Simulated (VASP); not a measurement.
A run of VASP 6.6.1 is set up as follows.

Contents of INCAR:

```
ALGO     = Normal         # electronic algorithm
EDIFF    = 1E-6           # SCF threshold, eV
ENCUT    = 500            # plane-wave cutoff, eV
GGA      = PE             # functional
GGA_COMPAT= False        
ISIF     = 2              # what is computed and relaxed
ISMEAR   = 0              # smearing method
LASPH    = True           # aspherical terms in the spheres
LCHARG   = False          # write CHGCAR
LDAU     = True           # DFT+U
LDAUJ    = 0 0          
LDAUL    = -1 1           # shell
LDAUPRINT= 1            
LDAUTYPE = 2            
LDAUU    = 0 4.6          # U, eV
LREAL    = False          # projectors in reciprocal space
LWAVE    = False          # write WAVECAR
NBANDS   = 15             # bands
NELM     = 200            # most SCF steps
PREC     = Accurate       # precision mode
SIGMA    = 0.01           # smearing width, eV
```

Contents of KPOINTS:

```
k-points
0
Gamma
  2 2 2
```

The input POSCAR:

```
CaSe
1.0
    0.0000000000      2.9702381052      2.9702381052
    2.9702381052      0.0000000000      2.9702381052
    2.9702381052      2.9702381052      0.0000000000
Ca Se
1 1
Direct
    0.0000000000      0.0000000000      0.0000000000
    0.5000000000      0.5000000000      0.5000000000
```

Potentials or basis: VASP PAW PBE potentials, release 64 (Ca_sv, Se).

Launch:

```bash
$ cat potpaw_PBE.64/Ca_sv/POTCAR potpaw_PBE.64/Se/POTCAR > POTCAR
$ mpirun -np 1 vasp_std > vasp.out
```

Q: What does it give for the band gap on the k mesh?

A: 1.76 eV (least direct gap 2.73 eV).

Q: Estimate the pressure.

A: 4.3 GPa.

Caveat: the k points lie up to 0.92 Å⁻¹ apart. A k mesh can miss the band edges.
